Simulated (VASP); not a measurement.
# Ge (I4/mmm) in VASP: further runs

The runs below take Ge through single point, with B3LYP, LDA, PBEsol.

All numbers are computed with VASP 6.6.1; they aren't measurements. Logs are shortened: lines on timing, memory, paths and dates and some standing lists are left out, and cuts for length are marked.

## 1. The cell of the first run

The structure is tetragonal, space group I4/mmm (No. 139). The conventional cell has a = 3.217 Å, b = 3.217 Å, c = 3.746 Å, α = 90.00°, β = 90.00°, γ = 90.00°. Ge (site symmetry 4/mmm) has 14 Ge at 2.95 to 3.75 Å within 3.9 Å.

## 2. Single point, B3LYP

File POSCAR:

```
Ge
1.0
   -1.6084200000      1.6084200000      1.8731800000
    1.6084200000     -1.6084200000      1.8731800000
    1.6084200000      1.6084200000     -1.8731800000
Ge
1
Direct
    0.5000000000      0.5000000000      0.0000000000
```

File INCAR.step1:

```
ALGO = Normal
EDIFF = 1E-5
ENCUT = 520
GGA = PE
ISIF = 2
ISMEAR = -1
LASPH = T
LCHARG = F
LREAL = F
LWAVE = T
NBANDS = 13
NELM = 80
PREC = Accurate
SIGMA = 0.05
```

File INCAR.step2:

```
AEXX = 0.2
AGGAC = 0.81
AGGAX = 0.72
ALDAC = 0.19
ALGO = Normal
EDIFF = 1E-6
ENCUT = 520
GGA = B3
ISIF = 2
ISMEAR = -1
ISTART = 1
LASPH = T
LCHARG = F
LHFCALC = T
LREAL = F
LWAVE = F
NBANDS = 13
NELM = 80
PREC = Accurate
PRECFOCK = Normal
SIGMA = 0.05
```

File KPOINTS:

```
k-points
0
Gamma
  6 6 6
```

Potentials or basis: VASP PAW PBE potentials, release 64 (Ge_d).

Run with:

```
> cat potpaw_PBE.64/Ge_d/POTCAR > POTCAR
> cp INCAR.step1 INCAR
> mpirun -np 1 vasp_std > vasp.out
> cp INCAR.step2 INCAR
> mpirun -np 1 vasp_std > vasp.out
```

OUTCAR:

```text
AEXX = 0.2
   EDIFF = 1E-6
   ENCUT = 520
   GGA = B3
   ISIF = 2
   ISMEAR = -1
   ISTART = 1
   LASPH = T
   LHFCALC = T
   LREAL = F
   NELM = 80
   PREC = Accurate
   PRECFOCK = Normal

 ion  position               nearest neighbor table
   1  0.500  0.500  0.000-

  LATTYP: Found a body centered tetragonal cell.
 ALAT       =     3.2168400000
 C/A-ratio  =     1.1646087465

  Lattice vectors:

 A1 = (  -1.6084200000,   1.6084200000,   1.8731800000)
 A2 = (   1.6084200000,  -1.6084200000,   1.8731800000)
 A3 = (   1.6084200000,   1.6084200000,  -1.8731800000)

Analysis of symmetry for initial positions (statically):
=====================================================================
 Subroutine PRICEL returns:
 Original cell was already a primitive cell.

 Routine SETGRP: Setting up the symmetry group for a
 body centered tetragonal supercell.

 Subroutine GETGRP returns: Found 16 space group operations
 (whereof 16 operations were pure point group operations)
 out of a pool of 16 trial point group operations.

The static configuration has the point symmetry D_4h.

Analysis of symmetry for dynamics (positions and initial velocities):
=====================================================================
 Subroutine PRICEL returns:
 Original cell was already a primitive cell.

 Routine SETGRP: Setting up the symmetry group for a
 body centered tetragonal supercell.

 Subroutine GETGRP returns: Found 16 space group operations
 (whereof 16 operations were pure point group operations)
 out of a pool of 16 trial point group operations.

The dynamic configuration has the point symmetry D_4h.

 Subroutine INISYM returns: Found 16 space group operations
 (whereof 16 operations are pure point group operations),
 and found     1 'primitive' translations

----------------------------------------------------------------------------------------

                                     Primitive cell

  volume of cell :      19.3838

  direct lattice vectors                    reciprocal lattice vectors
    -1.608420000  1.608420000  1.873180000     0.000000000  0.310864078  0.266925763
     1.608420000 -1.608420000  1.873180000     0.310864078  0.000000000  0.266925763
     1.608420000  1.608420000 -1.873180000     0.310864078  0.310864078  0.000000000

  length of vectors
     2.946664743  2.946664743  2.946664743     0.409738743  0.409738743  0.439628195

  position of ions in fractional coordinates (direct lattice)
     0.500000000  0.500000000  0.000000000

  ion indices of the primitive-cell ions
   primitive index   ion index
                 1           1

----------------------------------------------------------------------------------------

 KPOINTS: k-points

Automatic generation of k-mesh.
 Grid dimensions read from file:
 generate k-points for:    6    6    6

 Generating k-lattice:

  Cartesian coordinates                     Fractional coordinates (reciprocal lattice)
     0.000000000  0.051810680  0.044487627     0.166666667  0.000000000  0.000000000
     0.051810680  0.000000000  0.044487627     0.000000000  0.166666667  0.000000000
     0.051810680  0.051810680  0.000000000     0.000000000  0.000000000  0.166666667

  Length of vectors
     0.068289791  0.068289791  0.073271366

  Shift w.r.t. Gamma in fractional coordinates (k-lattice)
     0.000000000  0.000000000  0.000000000

 Subroutine IBZKPT returns following result:
 ===========================================

 Found     30 irreducible k-points:

 Following reciprocal coordinates:
            Coordinates               Weight
  0.000000  0.000000  0.000000      1.000000
  0.166667  0.000000  0.000000      8.000000
  0.333333 -0.000000  0.000000      8.000000
  0.500000 -0.000000  0.000000      4.000000
  0.166667  0.166667  0.000000      8.000000
  0.333333  0.166667  0.000000     16.000000
[... 16 lines left out ...]
 -0.333333 -0.333333  0.166667      8.000000
 -0.166667 -0.333333  0.166667      8.000000
 [... further k-points ...]
   k-points           NKPTS =     30   k-points in BZ     NKDIM =    216   number of bands    NBANDS=     13
   number of dos      NEDOS =    301   number of ions     NIONS =      1
   total plane-waves  NPLWV =  13824
   dimension x,y,z NGX =    24 NGY =   24 NGZ =   24
   dimension x,y,z NGXF=    48 NGYF=   48 NGZF=   48
   ions per type =               1
   NGX,Y,Z   is equivalent  to a cutoff of  13.54, 13.54, 13.54 a.u.
   NGXF,Y,Z  is equivalent  to a cutoff of  27.08, 27.08, 27.08 a.u.
 SYSTEM =  unknown system
   PREC   = accura    normal or accurate (medium, high low for compatibility)
   ISTART =      1    job   : 0-new  1-cont  2-samecut
   ICHARG =      0    charge: 1-file 2-atom 10-const
   ISPIN  =      1    spin polarized calculation?
   LNONCOLLINEAR =      F non collinear calculations
   LSORBIT =      F    spin-orbit coupling
   LASPH  =      T    aspherical Exc in radial PAW
   ENCUT  =  520.0 eV  38.22 Ry    6.18 a.u.   5.48  5.48  5.48*2*pi/ulx,y,z
   NELM   =     80;   NELMIN=  2; NELMDL=  0     # of ELM steps
   EDIFF  = 0.1E-05   stopping-criterion for ELM
   LREAL  =      F    real-space projection
   EDIFFG = 0.1E-04   stopping-criterion for IOM
   NSW    =      0    number of steps for IOM
   IBRION =     -1    ionic relax: 0-MD 1-quasi-New 2-CG
   NFREE  =      0    steps in history (QN), initial steepest desc. (CG)
   ISIF   =      2    stress and relaxation
   ISYM   =      3    0-nonsym 1-usesym 2-fastsym
   POTIM  = 0.5000    time-step for ionic-motion
   TEBEG  =    0.0;   TEEND  =   0.0 temperature during run
   PSTRESS=    0.0 pullay stress
   NELECT =      14.0000    total number of electrons
   NUPDOWN=      -1.0000    fix difference up-down
   EMIN   =  10.00;   EMAX   =-10.00  energy-range for DOS
   EFERMI =   0.00;   METHOD = LEGACY
   ISMEAR =    -1;   SIGMA  =   0.05  broadening in eV -4-tet -1-fermi 0-gaus
   EFERMI_NEDOS =   21; number of points for ismear=-14 and -15
   IALGO  =     38    algorithm
   IMIX   =      1    mixing-type and parameters
     AMIX     =   0.40;   BMIX     =  1.00
     AMIX_MAG =   1.60;   BMIX_MAG =  1.00
  volume/ion in A,a.u.               =      19.38       130.81
  Fermi-wavevector in a.u.,A,eV,Ry     =   1.468829  2.775685 29.354024  2.157460
  Thomas-Fermi vector in A             =   2.584280
   LORBIT       =      0    0 simple, 1 ext, 2 COOP (PROOUT), +10 PAW based schemes
   GGA     = B3    functional components
   LHFCALC =     T    Hartree Fock is set to
   PRECFOCK=normal    Normal, Fast or Accurate (Low or Medium for compatibility)
   ENCUT4O =  -1.0   cutoff for four orbital integrals eV
   NKREDX  =     1    reduce k-point grid by
   NKREDY  =     1    reduce k-point grid by
   NKREDZ  =     1    reduce k-point grid by
   AEXX    =    0.2000 exact exchange contribution
   HFSCREEN=    0.0000 screening length (either q_TF or 0.3 A-1)
   HFSCREENC=   0.0000 screening length for correlation (either q_TF or 0.3 A-1)
   ENCUTFOCK=  -1.0 apply spherical cutoff to Coloumb kernel
   IVDW    =     0    specifies the selected vdW correction
   LEPSILON=     F    determine dielectric tensor
   LRPA    =     F    only Hartree local field effects (RPA)
 non-spin polarized calculation
  energy-cutoff  :      520.00
  volume of cell :       19.38
 maximum number of plane-waves:       532
 NGX is ok and might be reduce to    24
  NGX = 18; NGY = 18; NGZ = 18

 number of electron      13.9999999 magnetization

 Free energy of the ion-electron system (eV)
  ---------------------------------------------------
  ext. energy  EPLUGINS =         0.00000000
  ---------------------------------------------------
  free energy    TOTEN  =        -4.26729172 eV

  energy without entropy =       -4.26588258  energy(sigma->0) =       -4.26658715

 E-fermi :   6.8633     XC(G=0):  -8.8900

 val. band max:        6.4028344003   @ k =  -0.1667  -0.3333   0.1667
 cond. band min:       6.9606981759   @ k =  -0.3333   0.3333   0.1667
 fundamental gap:      0.5578637757
 Fermi energy:         6.8632827102

 k-point     1 :       0.0000    0.0000    0.0000
  band No.  band energies     occupation
      1     -21.1165      2.00000
      2     -21.1165      2.00000
      3     -21.0955      2.00000
      4     -21.0619      2.00000
      5     -21.0256      2.00000
      6      -7.8559      2.00000
      7      16.2058      0.00000
      8      16.5140      0.00000
      9      16.5140      0.00000
     10      21.7649      0.00000
     11      21.7649      0.00000
     12      23.2881      0.00000
     13      23.6021      0.00000

 k-point     2 :       0.1667    0.0000    0.0000
  band No.  band energies     occupation
      1     -21.1129      2.00000
      2     -21.1078      2.00000
      3     -21.0778      2.00000
      4     -21.0629      2.00000
      5     -21.0307      2.00000
      6      -7.1095      2.00000
      7      11.7412      0.00000
      8      14.9913      0.00000
      9      15.9428      0.00000
     10      20.3149      0.00000
     11      21.2972      0.00000
     12      23.1730      0.00000
     13      24.0849      0.00000

 k-point     3 :       0.3333   -0.0000    0.0000
  band No.  band energies     occupation
      1     -21.1229      2.00000
      2     -21.1021      2.00000
      3     -21.0618      2.00000
      4     -21.0335      2.00000
      5     -21.0247      2.00000
      6      -4.8935      2.00000
      7       4.8664      2.00000
      8      13.1993      0.00000
      9      15.2555      0.00000
     10      18.8118      0.00000
     11      19.2841      0.00000
     12      22.7491      0.00000
     13      26.6748      0.00000
[... 305 lines left out ...]
 k-point    23 :      -0.3333   -0.3333    0.1667
  band No.  band energies     occupation
      1     -21.1030      2.00000
      2     -21.0864      2.00000
      3     -21.0741      2.00000
      4     -21.0258      2.00000
      5     -21.0140      2.00000
      6      -2.0751      2.00000
      7       4.7310      2.00000
      8       6.0717      2.00000
      9      13.0529      0.00000
     10      18.0668      0.00000
     11      18.1216      0.00000
     12      21.6914      0.00000
     13      29.8888      0.00000

 k-point    24 :      -0.1667   -0.3333    0.1667
  band No.  band energies     occupation
      1     -21.0994      2.00000
      2     -21.0915      2.00000
      3     -21.0615      2.00000
      4     -21.0556      2.00000
      5     -21.0257      2.00000
      6      -4.5925      2.00000
      7       6.4028      1.99980
      8      11.0600      0.00000
      9      12.8833      0.00000
     10      17.9136      0.00000
     11      21.2299      0.00000
     12      23.0573      0.00000
     13      24.4869      0.00000

 [... further k-points ...]
[... 5 lines left out ...]
  --------------------------------------------------------------------------------------
  -------------------------------------------------------------------------------------
  Total        0.8995865      0.8995865     -0.3435636      0.0000000      0.0000000      0.0000000
  in kB       74.3558394     74.3558394    -28.3974448      0.0000000      0.0000000      0.0000000
  external PRESSURE =      40.1047446 kB  Pullay stress =       0.0000000 kB

 VOLUME and BASIS-vectors are now :
 -----------------------------------------------------------------------------
  energy-cutoff  :      520.00
  volume of cell :       19.38
      direct lattice vectors                 reciprocal lattice vectors
    -1.608420000  1.608420000  1.873180000     0.000000000  0.310864078  0.266925763
     1.608420000 -1.608420000  1.873180000     0.310864078  0.000000000  0.266925763
     1.608420000  1.608420000 -1.873180000     0.310864078  0.310864078  0.000000000

 POSITION                                       TOTAL-FORCE (eV/Angst)
 -----------------------------------------------------------------------------------
      0.00000      0.00000      1.87318        -0.000000      0.000000      0.000000
 -----------------------------------------------------------------------------------
    total drift:                                0.000000     -0.000000     -0.000000

  FREE ENERGIE OF THE ION-ELECTRON SYSTEM (eV)
  ---------------------------------------------------
  free  energy   TOTEN  =        -4.2672917215 eV

  energy  without entropy=       -4.2658825834  energy(sigma->0) =       -4.26658715
```

Wall time 33 min (1 thread of Intel Xeon 8259CL, shared host); peak memory 0.15 GiB.

What came out:

| Property | Result |
| --- | --- |
| Free energy | -4.2673 eV |
| Pressure | 4.0 GPa |
| Band gap on the k mesh | zero (bands 7 and 8 overlap by 12.69 eV) |

Stress tensor (GPa, compression positive):
```
 7.44  0.00  0.00
 0.00  7.44  0.00
 0.00  0.00 -2.84
```

Levels at points of the mesh, in eV from the Fermi level:
```tsv
k point	band 5	band 6	band 7	band 8	band 9	band 10
(0.00, 0.00, 0.00)	-27.89	-14.72	9.34	9.65	9.65	14.90
(0.50, 0.00, 0.00)	-27.86	-9.07	-6.26	5.67	8.10	11.30
(0.50, 0.50, 0.00)	-27.85	-7.91	-5.69	3.62	5.33	8.70
(0.50, 0.50, 0.50)	-27.86	-4.39	-3.10	0.96	0.96	5.29
```

Caveat: the k points lie up to 0.43 Å⁻¹ apart, too coarse for converged energies and pressures of a metal; the PAW data sets were made with another functional, which shifts forces and pressure a little.

(Part 1 of 2 ends here.)
